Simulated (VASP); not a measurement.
# Mg8HO8 (a cell with a defect) in VASP: single point with PBE

Aim: the single point of Mg8HO8 (a cell with a defect) with PBE.

Everything below comes from runs of VASP 6.6.1. Logs are shortened: lines on timing, memory, paths and dates and some standing lists are left out, and cuts for length are marked.

### Step 1. The cell of the first run

The cell holds a defect, 17 atoms: a = 5.947 Å, b = 5.947 Å, c = 5.947 Å, α = 60.00°, β = 60.00°, γ = 60.00°.

### Step 2. Single point, PBE, collinear spin

Input file INCAR:

```
SYSTEM = Mg8HO8
PREC = Accurate
ENCUT = 520
EDIFF = 1E-6
ISMEAR = 0
SIGMA = 0.05
LREAL = Auto
LASPH = .TRUE.
NELM = 150
ALGO = Normal
ISIF = 2
LWAVE = .FALSE.
LCHARG = .FALSE.
ISPIN = 2
MAGMOM = 0 0 0 0 0 0 0 0 0 0 0.09 0 0.09 0 0.09 0.09 0.32
LORBIT = 11
GGA = PE
NBANDS = 50
```

Input file KPOINTS:

```
regular mesh
0
G
  2 2 2
  0 0 0
```

Input file POSCAR:

```
Mg8HO8
1.0
    0.0000000000      4.2052000000      4.2052000000
    4.2052000000      0.0000000000      4.2052000000
    4.2052000000      4.2052000000      0.0000000000
Mg O H
8 8 1
Direct
   -0.0085715305     -0.0094782650      0.0136452487
   -0.0068670931     -0.0077847665      0.5049870399
    0.0095039475      0.4919566251     -0.0004572910
    0.0200546942      0.4745358128      0.5083213640
    0.4932112622      0.0081130505     -0.0003533720
    0.4747544707      0.0197984638      0.5084529868
    0.5064415486      0.5055395701     -0.0030559783
    0.5080534814      0.5071679112      0.4929138923
    0.2507996053      0.2497965614      0.2503251926
    0.2507457434      0.2498906116      0.7556694093
    0.2513282365      0.7460307476      0.2526796585
    0.2567814848      0.7526202083      0.7465334586
    0.7467296442      0.2503998621      0.2528102112
    0.7534175545      0.2556324313      0.7467134738
    0.7492047941      0.7476448207      0.2119485399
    0.7496004946      0.7483351565      0.7799747931
    0.7949142728      0.7951161657      0.4374799058
```

Potentials or basis: VASP PAW PBE potentials, release 64 (Mg, O, H).

On the command line:

```bash
> cat potpaw_PBE.64/Mg/POTCAR potpaw_PBE.64/O/POTCAR potpaw_PBE.64/H/POTCAR > POTCAR
> mpirun -np 1 vasp_std > vasp.out
```

OUTCAR:

```text
SYSTEM = Mg8HO8
   PREC = Accurate
   ENCUT = 520
   EDIFF = 1E-6
   ISMEAR = 0
   LREAL = Auto
   LASPH = .TRUE.
   NELM = 150
   ISIF = 2
   ISPIN = 2
   LORBIT = 11
   GGA = PE

 ion  position               nearest neighbor table
   1  0.991  0.991  0.014-  15 2.06  11 2.10  13 2.10  14 2.13  12 2.13  17 2.13  10 2.18   2 2.93
                             6 2.94   4 2.95   5 2.95   3 2.95   7 2.98   7 2.98   3 3.00   5 3.00
   2  0.993  0.992  0.505-  16 2.06  11 2.10  13 2.10  14 2.13  12 2.13   9 2.17   1 2.93   5 2.96
                             3 2.96   6 2.96   4 2.96   8 2.98   8 2.98   3 2.99   5 2.99   4 2.99
   3  0.010  0.492  1.000-  15 1.98  16 2.02  10 2.04   9 2.07  13 2.12  12 2.14   5 2.88   4 2.94
                             1 2.95   8 2.96   2 2.96   7 2.96   7 2.99   8 2.99   2 2.99   1 3.00
   4  0.020  0.475  0.508-  17 1.68  10 2.01   9 2.03  14 2.05  11 2.12  16 2.29  15 2.39   6 2.70
                             3 2.94   1 2.95   8 2.96   2 2.96   7 2.97   7 2.98   2 2.99   8 3.00
   5  0.493  0.008  1.000-  15 1.98  16 2.02  10 2.05   9 2.07  11 2.12  14 2.14   3 2.88   6 2.94
                             1 2.95   8 2.96   7 2.96   2 2.96   7 2.99   2 2.99   8 2.99   1 3.00
   6  0.475  0.020  0.508-  17 1.67  10 2.01   9 2.03  12 2.05  13 2.12  16 2.30  15 2.39   4 2.70
                             5 2.94   1 2.94   8 2.96   2 2.96   7 2.97   7 2.99   2 2.99   8 3.00
   7  0.506  0.506  0.997-  16 2.05  13 2.09  11 2.09  12 2.10  14 2.10   9 2.15   5 2.96   8 2.96
                             3 2.96   6 2.97   4 2.97   1 2.98   1 2.98   4 2.98   6 2.99   8 2.99
   8  0.508  0.507  0.493-  15 2.04  13 2.09  11 2.09  12 2.10  14 2.10  10 2.16   6 2.96   5 2.96
                             4 2.96   3 2.96   7 2.96   2 2.98   2 2.98   7 2.99   3 2.99   5 2.99
   9  0.251  0.250  0.250-   6 2.03   4 2.03   3 2.07   5 2.07   7 2.15   2 2.17
  10  0.251  0.250  0.756-   6 2.01   4 2.01   3 2.04   5 2.05   8 2.16   1 2.18
  11  0.251  0.746  0.253-   7 2.09   8 2.09   2 2.10   1 2.10   4 2.12   5 2.12
  12  0.257  0.753  0.747-   6 2.05   8 2.10   7 2.10   1 2.13   2 2.13   3 2.14
  13  0.747  0.250  0.253-   7 2.09   8 2.09   2 2.10   1 2.10   6 2.12   3 2.12
  14  0.753  0.256  0.747-   4 2.05   8 2.10   7 2.10   1 2.13   2 2.13   5 2.14
  15  0.749  0.748  0.212-   3 1.98   5 1.98   8 2.04   1 2.06   4 2.39   6 2.39
  16  0.750  0.748  0.780-   5 2.02   3 2.02   7 2.05   2 2.06   4 2.29   6 2.30
  17  0.795  0.795  0.437-   6 1.67   4 1.68   1 2.13

  LATTYP: Found a face centered cubic cell.
 ALAT       =     8.4104000000

  Lattice vectors:

 A1 = (   0.0000000000,   4.2052000000,   4.2052000000)
 A2 = (   4.2052000000,   0.0000000000,   4.2052000000)
 A3 = (   4.2052000000,   4.2052000000,   0.0000000000)

Analysis of symmetry for initial positions (statically):
=====================================================================
 Subroutine PRICEL returns:
 Original cell was already a primitive cell.

 Routine SETGRP: Setting up the symmetry group for a
 face centered cubic supercell.

 Subroutine GETGRP returns: Found  1 space group operations
 (whereof  1 operations were pure point group operations)
 out of a pool of 48 trial point group operations.

The static configuration has the point symmetry C_1 .

Analysis of symmetry for dynamics (positions and initial velocities):
=====================================================================
 Subroutine PRICEL returns:
 Original cell was already a primitive cell.

 Routine SETGRP: Setting up the symmetry group for a
 face centered cubic supercell.

 Subroutine GETGRP returns: Found  1 space group operations
 (whereof  1 operations were pure point group operations)
 out of a pool of 48 trial point group operations.

The dynamic configuration has the point symmetry C_1 .

Analysis of structural, dynamic, and magnetic symmetry:
=====================================================================
 Subroutine PRICEL returns:
 Original cell was already a primitive cell.

 Routine SETGRP: Setting up the symmetry group for a
 face centered cubic supercell.

 Subroutine GETGRP returns: Found  1 space group operations
 (whereof  1 operations were pure point group operations)
 out of a pool of 48 trial point group operations.

The overall configuration has the point symmetry C_1 .

 Subroutine INISYM returns: Found  1 space group operations
 (whereof  1 operations are pure point group operations),
 and found     1 'primitive' translations

----------------------------------------------------------------------------------------

                                     Primitive cell

  volume of cell :     148.7270
[... 98 lines left out ...]
   LSORBIT =      F    spin-orbit coupling
   LASPH  =      T    aspherical Exc in radial PAW
   ENCUT  =  520.0 eV  38.22 Ry    6.18 a.u.  11.06 11.06 11.06*2*pi/ulx,y,z
   NELM   =    150;   NELMIN=  2; NELMDL= -5     # of ELM steps
   EDIFF  = 0.1E-05   stopping-criterion for ELM
   LREAL  =      T    real-space projection
   EDIFFG = 0.1E-04   stopping-criterion for IOM
   NSW    =      0    number of steps for IOM
   IBRION =     -1    ionic relax: 0-MD 1-quasi-New 2-CG
   NFREE  =      0    steps in history (QN), initial steepest desc. (CG)
   ISIF   =      2    stress and relaxation
   ISYM   =      2    0-nonsym 1-usesym 2-fastsym
   POTIM  = 0.5000    time-step for ionic-motion
   TEBEG  =    0.0;   TEEND  =   0.0 temperature during run
   PSTRESS=    0.0 pullay stress
   NELECT =      65.0000    total number of electrons
   NUPDOWN=      -1.0000    fix difference up-down
   EMIN   =  10.00;   EMAX   =-10.00  energy-range for DOS
   EFERMI =   0.00;   METHOD = LEGACY
   ISMEAR =     0;   SIGMA  =   0.05  broadening in eV -4-tet -1-fermi 0-gaus
   EFERMI_NEDOS =   21; number of points for ismear=-14 and -15
   IALGO  =     38    algorithm
   IMIX   =      4    mixing-type and parameters
     AMIX     =   0.40;   BMIX     =  1.00
     AMIX_MAG =   1.60;   BMIX_MAG =  1.00
  volume/ion in A,a.u.               =       8.75        59.04
  Fermi-wavevector in a.u.,A,eV,Ry     =   1.242365  2.347730 21.000204  1.543471
  Thomas-Fermi vector in A             =   2.376723
   LORBIT       =     11    0 simple, 1 ext, 2 COOP (PROOUT), +10 PAW based schemes
   GGA     = PE    functional components
   LHFCALC =     F    Hartree Fock is set to
   AEXX    =    0.0000 exact exchange contribution
   IVDW    =     0    specifies the selected vdW correction
   LEPSILON=     F    determine dielectric tensor
   LRPA    =     F    only Hartree local field effects (RPA)
 spin polarized calculation
 Gauss-broadening in eV      SIGMA  =   0.05
  energy-cutoff  :      520.00
  volume of cell :      148.73
 maximum number of plane-waves:      4015
 NGX is ok and might be reduce to    48
   NGX = 23   NGY = 23   NGZ = 23

 number of electron      65.0000005 magnetization      -0.0000333

 number of electron      65.0000005 magnetization       0.0000102

 Free energy of the ion-electron system (eV)
  ---------------------------------------------------
  ext. energy  EPLUGINS =         0.00000000
  ---------------------------------------------------
  free energy    TOTEN  =       -94.13187134 eV

  energy without entropy =      -94.13187134  energy(sigma->0) =      -94.13187134

 E-fermi :   6.8331     XC(G=0): -11.1900

 val. band max:        6.5520769933   @ k =   0.5000   0.5000   0.0000
 cond. band min:       7.2393997108   @ k =   0.0000   0.0000   0.5000
 fundamental gap:      0.6873227174
 Fermi energy:         6.8330913089

 spin component 1

 k-point     1 :       0.0000    0.0000    0.0000
  band No.  band energies     occupation
      1     -14.1198      1.00000
      2     -13.0196      1.00000
      3     -12.8925      1.00000
      4     -12.6436      1.00000
      5     -12.6321      1.00000
      6     -12.5336      1.00000
[... 365 lines left out ...]
     43      14.7269      0.00000
     44      14.8123      0.00000
 Fermi energy:         6.8330913089

 spin component 2

 k-point     1 :       0.0000    0.0000    0.0000
  band No.  band energies     occupation
      1     -14.1198      1.00000
      2     -13.0196      1.00000
      3     -12.8925      1.00000
      4     -12.6436      1.00000
      5     -12.6321      1.00000
      6     -12.5336      1.00000
[... 365 lines left out ...]
     43      14.7269      0.00000
     44      14.8123      0.00000
 [bands above 44 left out]

------------------------ aborting loop because EDIFF is reached ----------------------------------------

  FORCE on cell =-STRESS in cart. coord.  units (eV):
  Direction    XX          YY          ZZ          XY          YZ          ZX
  --------------------------------------------------------------------------------------
  -------------------------------------------------------------------------------------
  Total       13.9674829     13.9208483      8.1898378     -0.7426565      0.0354423      0.0401849
  in kB      150.4661356    149.9637595     88.2258635     -8.0003426      0.3818060      0.4328958
  external PRESSURE =     129.5519196 kB  Pullay stress =       0.0000000 kB

 VOLUME and BASIS-vectors are now :
 -----------------------------------------------------------------------------
  energy-cutoff  :      520.00
  volume of cell :      148.73
      direct lattice vectors                 reciprocal lattice vectors
     0.000000000  4.205200000  4.205200000    -0.118900409  0.118900409  0.118900409
     4.205200000  0.000000000  4.205200000     0.118900409 -0.118900409  0.118900409
     4.205200000  4.205200000  0.000000000     0.118900409  0.118900409 -0.118900409

 POSITION                                       TOTAL-FORCE (eV/Angst)
 -----------------------------------------------------------------------------------
      4.22272      4.22654      8.33450         0.011885      0.008367      0.022281
      6.29604      6.29989      8.34879        -0.016187     -0.019596     -0.005119
      6.27205      4.24324      2.10874         0.026843     -0.030451     -0.027071
      4.13311      2.22193      2.07985         0.024664     -0.041104     -0.034196
      4.23783      6.27777      2.10817        -0.024202      0.022100     -0.021860
      2.22140      4.13458      2.07969        -0.042739      0.025821     -0.033727
[... 9 lines left out ...]
      6.42685      6.43217      6.29912        -0.031397     -0.031606     -0.031582
      5.18331      5.18246      6.68640         0.021919      0.049431      0.394977
 -----------------------------------------------------------------------------------
    total drift:                                0.004113      0.004811      0.000372

  FREE ENERGIE OF THE ION-ELECTRON SYSTEM (eV)
  ---------------------------------------------------
  free  energy   TOTEN  =       -94.1318713389 eV

  energy  without entropy=      -94.1318713389  energy(sigma->0) =      -94.13187134

 total charge

# of ion       s       p       d       tot
------------------------------------------
    1        0.147   0.178   0.079   0.404
    2        0.147   0.177   0.079   0.403
    3        0.159   0.198   0.092   0.449
    4        0.165   0.200   0.090   0.454
    5        0.158   0.198   0.092   0.448
    6        0.165   0.200   0.090   0.455
[... 9 lines left out ...]
   16        1.569   3.514   0.000   5.083
   17        0.571   0.018   0.000   0.589
--------------------------------------------------
tot         14.214  29.987   0.685  44.886

 magnetization (x)

# of ion       s       p       d       tot
------------------------------------------
    1        0.000   0.000   0.000   0.000
    2        0.000   0.000   0.000   0.000
    3        0.000   0.000   0.000   0.000
    4        0.000   0.000   0.000   0.000
    5        0.000   0.000   0.000   0.000
    6        0.000   0.000   0.000   0.000
[... 9 lines left out ...]
   16       -0.000  -0.000   0.000  -0.000
   17       -0.000   0.000   0.000  -0.000
--------------------------------------------------
tot          0.000  -0.000   0.000  -0.000
```

It took 3.8 min on 1 thread of Intel Xeon 6975P-C (Granite Rapids), shared host; peak memory 0.42 GiB.

Results:

```yaml
Free_energy: -94.1319 eV
Pressure: 13.0 GPa
Largest_force: 0.399 eV/Å
Net_moment: 0.00 μB per cell
Valence_electrons_inside_the_program's_atomic_spheres: Mg 0.40, 0.45, 0.46, 0.41 (each value once); O 5.12, 5.13, 5.11, 5.09, 5.08 (each value once); H 0.59
```

Forces in eV/Å, atoms in the order of the input:
```
Mg   0.012  0.008  0.022
Mg  -0.016 -0.020 -0.005
Mg   0.027 -0.030 -0.027
Mg   0.025 -0.041 -0.034
Mg  -0.024  0.022 -0.022
Mg  -0.043  0.026 -0.034
Mg   0.002  0.005 -0.054
Mg  -0.016 -0.014 -0.068
O   -0.005 -0.009 -0.024
O   -0.027 -0.030 -0.027
O    0.002  0.002  0.009
O   -0.013  0.009 -0.042
O    0.001  0.002  0.018
O    0.009 -0.014 -0.029
O    0.076  0.067 -0.047
O   -0.031 -0.032 -0.032
H    0.022  0.049  0.395
```

Stress tensor (GPa, compression positive):
```
15.05 -0.80  0.04
-0.80 15.00  0.04
 0.04  0.04  8.82
```

Caveat: the k points lie up to 0.65 Å⁻¹ apart.
